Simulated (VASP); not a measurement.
CsH, 2 atoms in the cell. It takes space group Fm-3m (No. 225, cubic). Conventional cell: a = 5.858 Å, b = 5.858 Å, c = 5.858 Å, α = 90.00°, β = 90.00°, γ = 90.00°. Within 3.9 Å of Cs (site symmetry m-3m) lie 6 H at 2.93 Å. H (site symmetry m-3m) has 6 Cs at 2.93 Å within 3.9 Å. 

| Property | Result |
| --- | --- |
| Program | VASP 6.6.1 |
| Task | single point |
| Functional | r2SCAN |
| Potentials or basis | VASP PAW PBE potentials, release 64 (Cs_sv, H) |
| Cutoff | 520 eV |
| k mesh | 8 × 8 × 8 |
| Occupations | gaussian, width 0.02 eV |
| Spin | no spin polarisation |
| Dipole correction | no |
| Further INCAR settings | ALGO = Normal; EDIFF = 1e-06; NBANDS = 12 |

Potentials or basis: VASP PAW PBE potentials, release 64 (Cs_sv, H).

Command:

```bash
$ cat potpaw_PBE.64/Cs_sv/POTCAR potpaw_PBE.64/H/POTCAR > POTCAR
$ cp INCAR.step1 INCAR
$ mpirun -np 1 vasp_std > vasp.out
$ cp INCAR.step2 INCAR
$ mpirun -np 1 vasp_std > vasp.out
```

Hardware: 1 thread of Intel(R) Xeon(R) Platinum 8375C CPU @ 2.90GHz (Ice Lake), with other jobs on the host.

Problem. Estimate the wall time of this run.

Solution. Wall time 76 s on 1 thread of Intel(R) Xeon(R) Platinum 8375C CPU @ 2.90GHz (Ice Lake), on a shared host, peak memory 0.19 GiB. Counts: k points 29.
